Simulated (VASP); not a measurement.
# Al (Fd-3m) in VASP: a series of runs

Runs on Al. Level: PBEsol. Tasks: single point.

All numbers are computed with VASP 6.6.1; they aren't measurements. Logs are shortened: lines on timing, memory, paths and dates and some standing lists are left out, and cuts for length are marked.

## 1. The cell of the first run

The structure is cubic, space group Fd-3m (No. 227). The conventional cell has a = 5.011 Å, b = 5.011 Å, c = 5.011 Å, α = 90.00°, β = 90.00°, γ = 90.00°. Within 2.9 Å of Al (site symmetry -43m) lie 4 Al at 2.17 Å.

## 2. Single point, PBEsol

Contents of INCAR:

```
PREC = Accurate ; ENCUT = 520
EDIFF = 1E-6 ; ISMEAR = -1
SIGMA = 0.05 ; LREAL = False
LASPH = True ; NELM = 100
ALGO = Normal ; ISIF = 2
LWAVE = False ; LCHARG = False
GGA = PS ; NBANDS = 10
```

Contents of KPOINTS:

```
regular mesh
0
Gamma
  8 8 8
```

Contents of POSCAR:

```
Al
1.0
    0.0000000000      2.5056720972      2.5056720972
    2.5056720972      0.0000000000      2.5056720972
    2.5056720972      2.5056720972      0.0000000000
Al
2
Direct
    0.0000000000      0.0000000000      0.0000000000
    0.2500000000      0.2500000000      0.2500000000
```

Potentials or basis: VASP PAW PBE potentials, release 64 (Al).

On the command line:

```console
$ cat potpaw_PBE.64/Al/POTCAR > POTCAR
$ mpirun -np 1 vasp_std > vasp.out
```

OUTCAR:

```text
PREC = Accurate
   ENCUT = 520
   EDIFF = 1E-6
   ISMEAR = -1
   LREAL = False
   LASPH = True
   NELM = 100
   ISIF = 2
   GGA = PS

 ion  position               nearest neighbor table
   1  0.000  0.000  0.000-   2 2.17   2 2.17   2 2.17   2 2.17
   2  0.250  0.250  0.250-   1 2.17   1 2.17   1 2.17   1 2.17

  LATTYP: Found a face centered cubic cell.
 ALAT       =     5.0113441944

  Lattice vectors:

 A1 = (   0.0000000000,   2.5056720972,   2.5056720972)
 A2 = (   2.5056720972,   0.0000000000,   2.5056720972)
 A3 = (   2.5056720972,   2.5056720972,   0.0000000000)

Analysis of symmetry for initial positions (statically):
=====================================================================
 Subroutine PRICEL returns:
 Original cell was already a primitive cell.

 Routine SETGRP: Setting up the symmetry group for a
 face centered cubic supercell.

 Subroutine GETGRP returns: Found 48 space group operations
 (whereof 24 operations were pure point group operations)
 out of a pool of 48 trial point group operations.

The static configuration has the point symmetry T_d .
 The point group associated with its full space group is O_h .

Analysis of symmetry for dynamics (positions and initial velocities):
=====================================================================
 Subroutine PRICEL returns:
 Original cell was already a primitive cell.

 Routine SETGRP: Setting up the symmetry group for a
 face centered cubic supercell.

 Subroutine GETGRP returns: Found 48 space group operations
 (whereof 24 operations were pure point group operations)
 out of a pool of 48 trial point group operations.

The dynamic configuration has the point symmetry T_d .
 The point group associated with its full space group is O_h .

 Subroutine INISYM returns: Found 48 space group operations
 (whereof 24 operations are pure point group operations),
 and found     1 'primitive' translations

----------------------------------------------------------------------------------------

                                     Primitive cell

  volume of cell :      31.4632

  direct lattice vectors                    reciprocal lattice vectors
     0.000000000  2.505672097  2.505672097    -0.199547259  0.199547259  0.199547259
     2.505672097  0.000000000  2.505672097     0.199547259 -0.199547259  0.199547259
     2.505672097  2.505672097  0.000000000     0.199547259  0.199547259 -0.199547259

  length of vectors
     3.543555463  3.543555463  3.543555463     0.345625992  0.345625992  0.345625992

  position of ions in fractional coordinates (direct lattice)
[... 81 lines left out ...]
   EDIFFG = 0.1E-04   stopping-criterion for IOM
   NSW    =      0    number of steps for IOM
   IBRION =     -1    ionic relax: 0-MD 1-quasi-New 2-CG
   NFREE  =      0    steps in history (QN), initial steepest desc. (CG)
   ISIF   =      2    stress and relaxation
   ISYM   =      2    0-nonsym 1-usesym 2-fastsym
   POTIM  = 0.5000    time-step for ionic-motion
   TEBEG  =    0.0;   TEEND  =   0.0 temperature during run
   PSTRESS=    0.0 pullay stress
   NELECT =       6.0000    total number of electrons
   NUPDOWN=      -1.0000    fix difference up-down
   EMIN   =  10.00;   EMAX   =-10.00  energy-range for DOS
   EFERMI =   0.00;   METHOD = LEGACY
   ISMEAR =    -1;   SIGMA  =   0.05  broadening in eV -4-tet -1-fermi 0-gaus
   EFERMI_NEDOS =   21; number of points for ismear=-14 and -15
   IALGO  =     38    algorithm
   IMIX   =      4    mixing-type and parameters
     AMIX     =   0.40;   BMIX     =  1.00
     AMIX_MAG =   1.60;   BMIX_MAG =  1.00
  volume/ion in A,a.u.               =      15.73       106.16
  Fermi-wavevector in a.u.,A,eV,Ry     =   0.942304  1.780696 12.081113  0.887937
  Thomas-Fermi vector in A             =   2.069900
   LORBIT       =      0    0 simple, 1 ext, 2 COOP (PROOUT), +10 PAW based schemes
   GGA     = PS    functional components
   LHFCALC =     F    Hartree Fock is set to
   AEXX    =    0.0000 exact exchange contribution
   IVDW    =     0    specifies the selected vdW correction
   LEPSILON=     F    determine dielectric tensor
   LRPA    =     F    only Hartree local field effects (RPA)
 non-spin polarized calculation
  energy-cutoff  :      520.00
  volume of cell :       31.46
 maximum number of plane-waves:       877
 NGX is ok and might be reduce to    28
   NGX = 13   NGY = 13   NGZ = 13

 number of electron       6.0000000 magnetization

 Free energy of the ion-electron system (eV)
  ---------------------------------------------------
  ext. energy  EPLUGINS =         0.00000000
  ---------------------------------------------------
  free energy    TOTEN  =        -3.74359056 eV

  energy without entropy =       -3.73258019  energy(sigma->0) =       -3.73808537

 E-fermi :   7.6347     XC(G=0): -10.2462

 val. band max:        7.4588579903   @ k =  -0.3750   0.3750   0.0000
 cond. band min:       7.6674713692   @ k =  -0.2500   0.1250   0.0000
 fundamental gap:      0.2086133789
 Fermi energy:         7.6346959641

 k-point     1 :       0.0000    0.0000    0.0000
  band No.  band energies     occupation
      1      -3.3494      2.00000
      2      10.8468      0.00000
      3      10.8468      0.00000
      4      10.8468      0.00000
      5      12.5655      0.00000
      6      12.5655      0.00000
      7      12.5655      0.00000
      8      16.6145      0.00000
      9      16.6145      0.00000
     10      18.6971      0.00000
[... 287 lines left out ...]
 k-point    24 :      -0.3750    0.2500    0.1250
  band No.  band energies     occupation
      1       0.9256      2.00000
      2       2.2830      2.00000
      3       6.4476      2.00000
      4       7.4295      1.96750
      5      12.2823      0.00000
      6      13.2463      0.00000
      7      16.0981      0.00000
      8      18.1759      0.00000
      9      18.3457      0.00000
     10      20.2062      0.00000

 [... further k-points ...]
[... 5 lines left out ...]
  --------------------------------------------------------------------------------------
  -------------------------------------------------------------------------------------
  Total       11.8727185     11.8727185     11.8727185     -0.0000000     -0.0000000     -0.0000000
  in kB      604.5859443    604.5859443    604.5859443     -0.0000000     -0.0000000     -0.0000000
  external PRESSURE =     604.5859443 kB  Pullay stress =       0.0000000 kB

 VOLUME and BASIS-vectors are now :
 -----------------------------------------------------------------------------
  energy-cutoff  :      520.00
  volume of cell :       31.46
      direct lattice vectors                 reciprocal lattice vectors
     0.000000000  2.505672097  2.505672097    -0.199547259  0.199547259  0.199547259
     2.505672097  0.000000000  2.505672097     0.199547259 -0.199547259  0.199547259
     2.505672097  2.505672097  0.000000000     0.199547259  0.199547259 -0.199547259

 POSITION                                       TOTAL-FORCE (eV/Angst)
 -----------------------------------------------------------------------------------
      0.00000      0.00000      0.00000         0.000000      0.000000      0.000000
      1.25284      1.25284      1.25284        -0.000000     -0.000000     -0.000000
 -----------------------------------------------------------------------------------
    total drift:                                0.000000      0.000000     -0.000000

  FREE ENERGIE OF THE ION-ELECTRON SYSTEM (eV)
  ---------------------------------------------------
  free  energy   TOTEN  =        -3.7435905553 eV

  energy  without entropy=       -3.7325801868  energy(sigma->0) =       -3.73808537
```

OSZICAR:

```text
N       E                     dE             d eps       ncg     rms          rms(c)
DAV:   1     0.497376313198E+01    0.49738E+01   -0.22072E+03   580   0.447E+02
DAV:   2    -0.366918571416E+01   -0.86429E+01   -0.83870E+01   824   0.620E+01
DAV:   3    -0.384126222810E+01   -0.17208E+00   -0.17136E+00   740   0.718E+00
DAV:   4    -0.384229433403E+01   -0.10321E-02   -0.10318E-02   686   0.594E-01
DAV:   5    -0.384231033240E+01   -0.15998E-04   -0.15998E-04   692   0.717E-02    0.289E+00
DAV:   6    -0.377530917597E+01    0.67001E-01   -0.21388E-02   638   0.727E-01    0.170E+00
DAV:   7    -0.374361284333E+01    0.31696E-01   -0.37893E-02   620   0.104E+00    0.254E-01
DAV:   8    -0.374361926989E+01   -0.64266E-05   -0.13504E-03   656   0.222E-01    0.235E-01
DAV:   9    -0.374359154306E+01    0.27727E-04   -0.70871E-05   644   0.397E-02    0.448E-02
DAV:  10    -0.374359055532E+01    0.98774E-06   -0.37187E-06   638   0.940E-03
   1 F= -.37435906E+01 E0= -.37380854E+01  d E =-.110104E-01
```

stdout:

```text
POSCAR found type information on POSCAR Al
 POSCAR found :  1 types and       2 ions
 scaLAPACK will be used
 -----------------------------------------------------------------------------
|                                                                             |
|                                                                             |
|     You enforced a specific xc type in the INCAR file but a different       |
|     I HOPE YOU KNOW WHAT YOU ARE DOING!                                     |
|                                                                             |
 -----------------------------------------------------------------------------

 LDA part: xc-table for (Slater+PW92), standard interpolation
 POSCAR, INCAR and KPOINTS ok, starting setup
 FFT: planning ... GRIDC
 FFT: planning ... GRID_SOFT
 FFT: planning ... GRID
 WAVECAR not read
 entering main loop
```

Wall time 11 s (1 thread of Intel Xeon 8259CL, shared host); peak memory 0.15 GiB.

What came out:

- Free energy: -3.7436 eV
- Pressure: 60.5 GPa
- Band gap on the k mesh: zero (band 3 reaches 10.85 eV, above the bottom of band 4 at 4.63 eV)

Caveat: the PAW data sets were made with another functional, which shifts forces and pressure a little.

## 3. Single point, PBEsol

This run uses another cell than the first one, of 17.47 Å³/atom, 1.110 times its volume.

Contents of INCAR:

```
SYSTEM = Al
PREC = Accurate
ENCUT = 520
EDIFF = 1E-7
ISMEAR = -1
SIGMA = 0.05
LREAL = .False.
LASPH = .True.
NELM = 60
ALGO = Normal
ISIF = 2
LWAVE = .False.
LCHARG = .True.
GGA = PS
LELF = .True.
LVHAR = .True.
NBANDS = 10
```

Contents of KPOINTS:

```
Automatic mesh
0
Gamma
  8 8 8
  0 0 0
```

Contents of POSCAR:

```
Al
1.0
    0.0000000000      2.5945904218      2.5945904218
    2.5945904218      0.0000000000      2.5945904218
    2.5945904218      2.5945904218      0.0000000000
Al
2
Direct
    0.0000000000      0.0000000000      0.0000000000
    0.2500000000      0.2500000000      0.2500000000
```

Potentials or basis: VASP PAW PBE potentials, release 64 (Al).

On the command line:

```console
$ cat potpaw_PBE.64/Al/POTCAR > POTCAR
$ mpirun -np 1 vasp_std > vasp.out
```

It took 14 s on 1 thread of Intel Xeon 8259CL, shared host; peak memory 0.15 GiB.

The run converged. Its results:

- Free energy: -4.8200 eV
- Pressure: 40.3 GPa
- Band gap on the k mesh: zero (band 3 reaches 9.49 eV, above the bottom of band 4 at 3.89 eV)

Levels at points of the mesh, in eV from the Fermi level:
```tsv
k point	band 1	band 2	band 3	band 4	band 5	band 6
(0.00, 0.00, 0.00)	-10.29	2.98	2.98	2.98	4.75	4.75
(0.50, 0.00, 0.00)	-7.06	-5.48	1.67	1.67	4.61	4.61
(0.50, 0.50, 0.00)	-5.21	-5.21	-0.69	-0.69	1.78	1.78
```

Caveat: the PAW data sets were made with another functional, which shifts forces and pressure a little.

## 4. Single point, PBEsol

This run uses another cell than the first one, of 20.26 Å³/atom, 1.288 times its volume.

Contents of INCAR:

```
SYSTEM = Al
PREC = Accurate ; ENCUT = 520
EDIFF = 1E-6 ; ISMEAR = -1
SIGMA = 0.05 ; LREAL = .FALSE.
LASPH = .TRUE. ; NELM = 80
ALGO = Normal ; ISIF = 2
LWAVE = .FALSE. ; LCHARG = .FALSE.
GGA = PS ; NBANDS = 10
```

Contents of KPOINTS:

```
regular mesh
0
G
  8 8 8
  0 0 0
```

Contents of POSCAR:

```
Al
1.0
    0.0000000000      2.7263486484      2.7263486484
    2.7263486484      0.0000000000      2.7263486484
    2.7263486484      2.7263486484      0.0000000000
Al
2
Direct
    0.0000000000      0.0000000000      0.0000000000
    0.2500000000      0.2500000000      0.2500000000
```

On the command line:

```console
$ cat potpaw_PBE.64/Al/POTCAR > POTCAR
$ mpirun -np 1 vasp_std > vasp.out
```

It took 19 s on 1 thread of Intel Xeon 8259CL, shared host; peak memory 0.16 GiB.

It converged, with:

| Quantity | Value |
| --- | --- |
| Free energy | -5.8423 eV |
| Pressure | 20.1 GPa |
| Band gap on the k mesh | zero (band 3 reaches 7.77 eV, above the bottom of band 4 at 2.94 eV) |

Levels at points of the mesh, in eV from the Fermi level:
```
           k point  band 1  band 2  band 3  band 4  band 5  band 6  band 7
(0.00, 0.00, 0.00)   -9.42    2.66    2.66    2.66    4.47    4.47    4.47
(0.50, 0.00, 0.00)   -6.63   -4.88    1.43    1.43    4.51    4.56    4.56
(0.50, 0.50, 0.00)   -4.89   -4.89   -0.60   -0.60    1.89    1.89   12.14
```

Caveat: the PAW data sets were made with another functional, which shifts forces and pressure a little.

## 5. The runs side by side

```tsv
cell	gap on the mesh (eV)	pressure (GPa)
a = 3.544 Å, angles 60.0°, 2 atoms	none	60.5
a = 3.669 Å, angles 60.0°, 2 atoms	none	40.3
a = 3.856 Å, angles 60.0°, 2 atoms	none	20.1
```

Alike in all rows: task single point; level PBEsol; potentials or basis VASP PAW PBE potentials, release 64 (Al); no spin polarisation; k mesh 8 × 8 × 8; cutoff (eV) 520; smearing fermi-dirac 0.05 eV.

Caveats: the PAW data sets were made with another functional, which shifts forces and pressure a little.

Absolute energies hang on the potentials; compare differences alone.
